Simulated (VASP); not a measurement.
# Ga (Im-3m) in VASP: further runs

Ga is run at these levels: PBEsol; tasks: single point.

Everything below comes from runs of VASP 6.6.1. Logs are shortened: lines on timing, memory, paths and dates and some standing lists are left out, and cuts for length are marked.

## 1. The cell of the first run

It takes space group Im-3m (No. 229, cubic). Conventional cell: a = 2.860 Å, b = 2.860 Å, c = 2.860 Å, α = 90.00°, β = 90.00°, γ = 90.00°. Within 3.3 Å of Ga (site symmetry m-3m) lie 14 Ga at 2.48 to 2.86 Å.

## 2. Single point, PBEsol (volume scaled by 0.65)

INCAR

```
SYSTEM = Ga
PREC     = Accurate       ! precision mode
ENCUT    = 520            ! plane-wave cutoff, eV
EDIFF    = 1E-6           ! SCF threshold, eV
ISMEAR   = -1             ! smearing method
SIGMA    = 0.05           ! smearing width, eV
LREAL    = .False.        ! projectors in reciprocal space
LASPH    = .True.         ! aspherical terms in the spheres
NELM     = 60             ! most SCF steps
ALGO     = Normal         ! electronic algorithm
ISIF     = 2              ! what is computed and relaxed
LWAVE    = .False.        ! write WAVECAR
LCHARG   = .True.         ! write CHGCAR
GGA      = PS             ! functional
LELF     = .True.         ! ELF
LVHAR    = .True.       
NBANDS   = 12             ! bands
```

KPOINTS

```
regular mesh
0
Gamma
  16 16 16
  0 0 0
```

POSCAR

```
Ga
1.0
   -1.4298735320      1.4298735320      1.4298735320
    1.4298735320     -1.4298735320      1.4298735320
    1.4298735320      1.4298735320     -1.4298735320
Ga
1
Direct
    0.0000000000      0.0000000000      0.0000000000
```

Potentials or basis: VASP PAW PBE potentials, release 64 (Ga_d).

Launch:

```console
cat potpaw_PBE.64/Ga_d/POTCAR > POTCAR
mpirun -np 1 vasp_std > vasp.out
```

OUTCAR:

```text
SYSTEM = Ga
   PREC = Accurate
   ENCUT = 520
   EDIFF = 1E-6
   ISMEAR = -1
   LREAL = .False.
   LASPH = .True.
   NELM = 60
   ISIF = 2
   GGA = PS

 ion  position               nearest neighbor table
   1  0.000  0.000  0.000-

  LATTYP: Found a body centered cubic cell.
 ALAT       =     2.8597470640

  Lattice vectors:

 A1 = (  -1.4298735320,   1.4298735320,   1.4298735320)
 A2 = (   1.4298735320,  -1.4298735320,   1.4298735320)
 A3 = (   1.4298735320,   1.4298735320,  -1.4298735320)

Analysis of symmetry for initial positions (statically):
=====================================================================
 Subroutine PRICEL returns:
 Original cell was already a primitive cell.

 Routine SETGRP: Setting up the symmetry group for a
 body centered cubic supercell.

 Subroutine GETGRP returns: Found 48 space group operations
 (whereof 48 operations were pure point group operations)
 out of a pool of 48 trial point group operations.

The static configuration has the point symmetry O_h .

Analysis of symmetry for dynamics (positions and initial velocities):
=====================================================================
 Subroutine PRICEL returns:
 Original cell was already a primitive cell.

 Routine SETGRP: Setting up the symmetry group for a
 body centered cubic supercell.

 Subroutine GETGRP returns: Found 48 space group operations
 (whereof 48 operations were pure point group operations)
 out of a pool of 48 trial point group operations.

The dynamic configuration has the point symmetry O_h .

 Subroutine INISYM returns: Found 48 space group operations
 (whereof 48 operations are pure point group operations),
 and found     1 'primitive' translations

----------------------------------------------------------------------------------------

                                     Primitive cell

  volume of cell :      11.6937

  direct lattice vectors                    reciprocal lattice vectors
    -1.429873532  1.429873532  1.429873532     0.000000000  0.349681275  0.349681275
     1.429873532 -1.429873532  1.429873532     0.349681275  0.000000000  0.349681275
     1.429873532  1.429873532 -1.429873532     0.349681275  0.349681275  0.000000000

  length of vectors
     2.476613606  2.476613606  2.476613606     0.494524002  0.494524002  0.494524002

  position of ions in fractional coordinates (direct lattice)
     0.000000000  0.000000000  0.000000000

  ion indices of the primitive-cell ions
   primitive index   ion index
                 1           1

----------------------------------------------------------------------------------------

 KPOINTS: regular mesh

Automatic generation of k-mesh.
 Grid dimensions read from file:
 generate k-points for:   16   16   16

 Generating k-lattice:

  Cartesian coordinates                     Fractional coordinates (reciprocal lattice)
     0.000000000  0.021855080  0.021855080     0.062500000  0.000000000  0.000000000
     0.021855080  0.000000000  0.021855080     0.000000000  0.062500000  0.000000000
     0.021855080  0.021855080  0.000000000     0.000000000  0.000000000  0.062500000

  Length of vectors
     0.030907750  0.030907750  0.030907750

  Shift w.r.t. Gamma in fractional coordinates (k-lattice)
     0.000000000  0.000000000  0.000000000

 Subroutine IBZKPT returns following result:
 ===========================================

 Found    145 irreducible k-points:

 Following reciprocal coordinates:
            Coordinates               Weight
  0.000000  0.000000  0.000000      1.000000
  0.062500  0.000000  0.000000     12.000000
  0.125000  0.000000  0.000000     12.000000
  0.187500  0.000000  0.000000     12.000000
  0.250000  0.000000  0.000000     12.000000
  0.312500  0.000000  0.000000     12.000000
[... 16 lines left out ...]
  0.187500  0.187500  0.000000     24.000000
  0.250000  0.187500  0.000000     48.000000
 [... further k-points ...]
   k-points           NKPTS =    145   k-points in BZ     NKDIM =    145   number of bands    NBANDS=     12
   number of dos      NEDOS =    301   number of ions     NIONS =      1
   total plane-waves  NPLWV =   5832
   dimension x,y,z NGX =    18 NGY =   18 NGZ =   18
   dimension x,y,z NGXF=    36 NGYF=   36 NGZF=   36
   ions per type =               1
   NGX,Y,Z   is equivalent  to a cutoff of  12.08, 12.08, 12.08 a.u.
   NGXF,Y,Z  is equivalent  to a cutoff of  24.17, 24.17, 24.17 a.u.
 SYSTEM =  Ga
   PREC   = accura    normal or accurate (medium, high low for compatibility)
   ISTART =      0    job   : 0-new  1-cont  2-samecut
   ICHARG =      2    charge: 1-file 2-atom 10-const
   ISPIN  =      1    spin polarized calculation?
   LNONCOLLINEAR =      F non collinear calculations
   LSORBIT =      F    spin-orbit coupling
   LASPH  =      T    aspherical Exc in radial PAW
   ENCUT  =  520.0 eV  38.22 Ry    6.18 a.u.   4.60  4.60  4.60*2*pi/ulx,y,z
   NELM   =     60;   NELMIN=  2; NELMDL= -5     # of ELM steps
   EDIFF  = 0.1E-05   stopping-criterion for ELM
   LREAL  =      F    real-space projection
   EDIFFG = 0.1E-04   stopping-criterion for IOM
   NSW    =      0    number of steps for IOM
   IBRION =     -1    ionic relax: 0-MD 1-quasi-New 2-CG
   NFREE  =      0    steps in history (QN), initial steepest desc. (CG)
   ISIF   =      2    stress and relaxation
   ISYM   =      2    0-nonsym 1-usesym 2-fastsym
   POTIM  = 0.5000    time-step for ionic-motion
   TEBEG  =    0.0;   TEEND  =   0.0 temperature during run
   PSTRESS=    0.0 pullay stress
   NELECT =      13.0000    total number of electrons
   NUPDOWN=      -1.0000    fix difference up-down
   EMIN   =  10.00;   EMAX   =-10.00  energy-range for DOS
   EFERMI =   0.00;   METHOD = LEGACY
   ISMEAR =    -1;   SIGMA  =   0.05  broadening in eV -4-tet -1-fermi 0-gaus
   EFERMI_NEDOS =   21; number of points for ismear=-14 and -15
   IALGO  =     38    algorithm
   IMIX   =      4    mixing-type and parameters
     AMIX     =   0.40;   BMIX     =  1.00
     AMIX_MAG =   1.60;   BMIX_MAG =  1.00
  volume/ion in A,a.u.               =      11.69        78.91
  Fermi-wavevector in a.u.,A,eV,Ry     =   1.695919  3.204821 39.132257  2.876140
  Thomas-Fermi vector in A             =   2.776875
   LORBIT       =      0    0 simple, 1 ext, 2 COOP (PROOUT), +10 PAW based schemes
   GGA     = PS    functional components
   LHFCALC =     F    Hartree Fock is set to
   AEXX    =    0.0000 exact exchange contribution
   IVDW    =     0    specifies the selected vdW correction
   LEPSILON=     F    determine dielectric tensor
   LRPA    =     F    only Hartree local field effects (RPA)
 non-spin polarized calculation
  energy-cutoff  :      520.00
  volume of cell :       11.69
 maximum number of plane-waves:       327
   NGX =  9   NGY =  9   NGZ =  9

 number of electron      13.0000012 magnetization

 Free energy of the ion-electron system (eV)
  ---------------------------------------------------
  ext. energy  EPLUGINS =         0.00000000
  ---------------------------------------------------
  free energy    TOTEN  =        -2.37759535 eV

  energy without entropy =       -2.37529896  energy(sigma->0) =       -2.37644716

 E-fermi :  11.2112     XC(G=0): -13.8020

 val. band max:       11.1198994594   @ k =  -0.3750   0.3750   0.0625
 cond. band min:      11.2626522101   @ k =   0.3125   0.0625   0.0625
 fundamental gap:      0.1427527508
 Fermi energy:        11.2111659384

 k-point     1 :       0.0000    0.0000    0.0000
  band No.  band energies     occupation
      1      -4.7809      2.00000
      2      -4.7809      2.00000
      3      -4.7809      2.00000
      4      -4.5649      2.00000
      5      -4.2338      2.00000
      6      -4.2338      2.00000
      7      30.8758      0.00000
      8      30.8758      0.00000
      9      30.8758      0.00000
     10      31.9838      0.00000
     11      31.9838      0.00000
     12      31.9838      0.00000

 k-point     2 :       0.0625    0.0000    0.0000
  band No.  band energies     occupation
      1      -4.7923      2.00000
      2      -4.7807      2.00000
      3      -4.7491      2.00000
      4      -4.4140      2.00000
      5      -4.2425      2.00000
      6      -4.2333      2.00000
      7      28.4694      0.00000
      8      29.6347      0.00000
      9      30.0821      0.00000
     10      30.9945      0.00000
     11      31.1185      0.00000
     12      31.8527      0.00000

 k-point     3 :       0.1250    0.0000    0.0000
  band No.  band energies     occupation
      1      -4.8247      2.00000
      2      -4.7981      2.00000
      3      -4.6574      2.00000
      4      -4.2852      2.00000
      5      -4.2317      2.00000
      6      -3.9247      2.00000
      7      24.6426      0.00000
      8      27.7011      0.00000
      9      28.4295      0.00000
     10      29.5971      0.00000
     11      30.3652      0.00000
     12      32.2769      0.00000

 k-point     4 :       0.1875    0.0000    0.0000
  band No.  band energies     occupation
      1      -4.8730      2.00000
      2      -4.8468      2.00000
      3      -4.5176      2.00000
      4      -4.3090      2.00000
      5      -4.2289      2.00000
      6      -3.1310      2.00000
      7      20.8990      0.00000
      8      25.8843      0.00000
      9      26.8237      0.00000
     10      28.3732      0.00000
     11      29.6396      0.00000
     12      33.1093      0.00000

 k-point     5 :       0.2500    0.0000    0.0000
  band No.  band energies     occupation
      1      -4.9297      2.00000
      2      -4.9293      2.00000
      3      -4.3482      2.00000
      4      -4.3147      2.00000
      5      -4.2247      2.00000
      6      -2.0230      2.00000
      7      17.3545      0.00000
      8      24.3122      0.00000
      9      25.4472      0.00000
     10      27.3764      0.00000
     11      29.0351      0.00000
     12      34.2800      0.00000
[... 228 lines left out ...]
      1      -5.1146      2.00000
      2      -5.0085      2.00000
      3      -4.2850      2.00000
      4      -4.2603      2.00000
      5      -4.0099      2.00000
      6       3.5396      2.00000
      7       8.6394      2.00000
      8      17.6369      0.00000
      9      21.7999      0.00000
     10      28.1410      0.00000
     11      32.2656      0.00000
     12      36.4374      0.00000

 k-point    22 :       0.4375    0.1250    0.0000
  band No.  band energies     occupation
      1      -5.1337      2.00000
      2      -5.0203      2.00000
      3      -4.2697      2.00000
      4      -4.2662      2.00000
      5      -3.9790      2.00000
      6       5.1634      2.00000
      7       6.7450      2.00000
      8      17.4778      0.00000
      9      21.6417      0.00000
     10      28.0387      0.00000
     11      32.2064      0.00000
     12      37.6492      0.00000

 k-point    23 :       0.1875    0.1875    0.0000
  band No.  band energies     occupation
      1      -4.9858      2.00000
      2      -4.8363      2.00000
      3      -4.4033      2.00000
      4      -4.3383      2.00000
      5      -4.1872      2.00000
      6      -0.2482      2.00000
      7      16.5023      0.00000
      8      16.6232      0.00000
      9      23.0133      0.00000
     10      30.1937      0.00000
     11      31.4076      0.00000
     12      36.2268      0.00000

 k-point    24 :       0.2500    0.1875    0.0000
  band No.  band energies     occupation
      1      -5.0275      2.00000
      2      -4.8648      2.00000
      3      -4.3770      2.00000
      4      -4.3186      2.00000
      5      -4.1407      2.00000
      6       1.3143      2.00000
      7      13.4032      0.00000
      8      15.6600      0.00000
      9      22.1711      0.00000
     10      29.9726      0.00000
     11      32.2993      0.00000
     12      36.6560      0.00000

 [... further k-points ...]
[... 5 lines left out ...]
  --------------------------------------------------------------------------------------
  -------------------------------------------------------------------------------------
  Total        5.2430793      5.2430793      5.2430793      0.0000000     -0.0000000     -0.0000000
  in kB      718.3633037    718.3633037    718.3633037      0.0000000     -0.0000000     -0.0000000
  external PRESSURE =     718.3633037 kB  Pullay stress =       0.0000000 kB

 VOLUME and BASIS-vectors are now :
 -----------------------------------------------------------------------------
  energy-cutoff  :      520.00
  volume of cell :       11.69
      direct lattice vectors                 reciprocal lattice vectors
    -1.429873532  1.429873532  1.429873532     0.000000000  0.349681275  0.349681275
     1.429873532 -1.429873532  1.429873532     0.349681275  0.000000000  0.349681275
     1.429873532  1.429873532 -1.429873532     0.349681275  0.349681275  0.000000000

 POSITION                                       TOTAL-FORCE (eV/Angst)
 -----------------------------------------------------------------------------------
      0.00000      0.00000      0.00000         0.000000      0.000000     -0.000000
 -----------------------------------------------------------------------------------
    total drift:                                0.000000      0.000000     -0.000000

  FREE ENERGIE OF THE ION-ELECTRON SYSTEM (eV)
  ---------------------------------------------------
  free  energy   TOTEN  =        -2.3775953538 eV

  energy  without entropy=       -2.3752989578  energy(sigma->0) =       -2.37644716
```

Wall time 6.9 s (1 thread of Intel Xeon 6975P-C (Granite Rapids), shared host); peak memory 0.13 GiB.

Results:

* Free energy: -2.3776 eV
* Pressure: 71.8 GPa

Caveat: the PAW data sets were made with another functional, which shifts forces and pressure a little.

## 3. Single point, PBEsol (volume scaled by 0.75)

INCAR

```
SYSTEM = Ga
PREC = Accurate
ENCUT = 520
EDIFF = 1E-6
ISMEAR = -1
SIGMA = 0.05
LREAL = .FALSE.
LASPH = .TRUE.
NELM = 60
ALGO = Normal
ISIF = 2
LWAVE = .FALSE.
LCHARG = .TRUE.
GGA = PS
LELF = .TRUE.
LVHAR = .TRUE.
NBANDS = 12
```

KPOINTS

```
regular mesh
0
G
  16 16 16
  0 0 0
```

POSCAR

```
Ga
1.0
   -1.4997317855      1.4997317855      1.4997317855
    1.4997317855     -1.4997317855      1.4997317855
    1.4997317855      1.4997317855     -1.4997317855
Ga
1
Direct
    0.0000000000      0.0000000000      0.0000000000
```

Potentials or basis: VASP PAW PBE potentials, release 64 (Ga_d).

Launch:

```console
cat potpaw_PBE.64/Ga_d/POTCAR > POTCAR
mpirun -np 1 vasp_std > vasp.out
```

Wall time 7.7 s (1 thread of Intel Xeon 6975P-C (Granite Rapids), shared host); peak memory 0.14 GiB.

The run converged. Its results:

```yaml
Free_energy: -2.9479 eV
Pressure: 33.9 GPa
```

Levels at points of the mesh, in eV from the Fermi level:
```csv
k point,band 2,band 3,band 4,band 5,band 6,band 7,band 8,band 9,band 10,band 11
"(0.00, 0.00, 0.00)",-15.49,-15.49,-15.09,-15.09,-14.12,17.24,17.24,17.24,19.90,19.90
"(0.50, 0.00, 0.00)",-15.70,-15.11,-15.07,-14.83,-5.62,-4.68,9.09,10.95,13.44,15.11
"(0.50, 0.50, 0.50)",-15.80,-14.89,-14.89,-14.89,1.60,1.60,1.60,4.69,6.14,6.14
```

Caveat: the PAW data sets were made with another functional, which shifts forces and pressure a little.

(Part 1 of 2 ends here.)
